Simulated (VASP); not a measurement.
Input of a VASP 6.6.1 run:

POSCAR

```
TiO
1.0
    2.8263326894      0.0000000000      0.0000000000
   -1.4131663447      2.4476759085      0.0000000000
    0.0000000000      0.0000000000      5.5411476881
Ti O
2 2
Direct
    0.3333333333      0.6666666667      0.2500000000
    0.6666666667      0.3333333333      0.7500000000
    0.0000000000      0.0000000000      0.0000000000
    0.0000000000      0.0000000000      0.5000000000
```

INCAR.step1

```
  ALGO = Normal
  EDIFF = 1E-5
  ENCUT = 910
  GGA = PE
  GGA_COMPAT = False
  ISMEAR = 0
  LASPH = True
  LCHARG = False
  LREAL = False
  LWAVE = True
  NBANDS = 26
  NELM = 120
  PREC = Accurate
  SIGMA = 0.1
```

Contents of INCAR.step2:

```
  ALGO = Normal
  EDIFF = 1E-6
  ENCUT = 910
  GGA_COMPAT = False
  ISIF = 2
  ISMEAR = 0
  ISTART = 1
  LASPH = True
  LCHARG = False
  LMIXTAU = True
  LREAL = False
  LWAVE = False
  METAGGA = R2SCAN
  NBANDS = 26
  NELM = 120
  PREC = Accurate
  SIGMA = 0.1
```

The input KPOINTS:

```
k-points
0
Gamma
  18 18 8
```

Potentials or basis: VASP PAW PBE potentials, release 64 (Ti_sv, O_h).

Command:

```sh
$ cat potpaw_PBE.64/Ti_sv/POTCAR potpaw_PBE.64/O_h/POTCAR > POTCAR
$ cp INCAR.step1 INCAR
$ mpirun -np 1 vasp_std > vasp.out
$ cp INCAR.step2 INCAR
$ mpirun -np 1 vasp_std > vasp.out
```

Estimate the band gap on the k mesh.

zero (bands 18 and 19 overlap by 0.04 eV).

Predict the pressure.

1.6 GPa.

Stress tensor (GPa, compression positive):
```
1.43 0.00 0.00
0.00 1.43 0.00
0.00 0.00 1.90
```

Caveat: the PAW data sets were made with another functional, which shifts forces and pressure a little; semilocal functionals often make such compounds metallic where correlation or magnetic order opens a gap, which also shifts bond lengths.
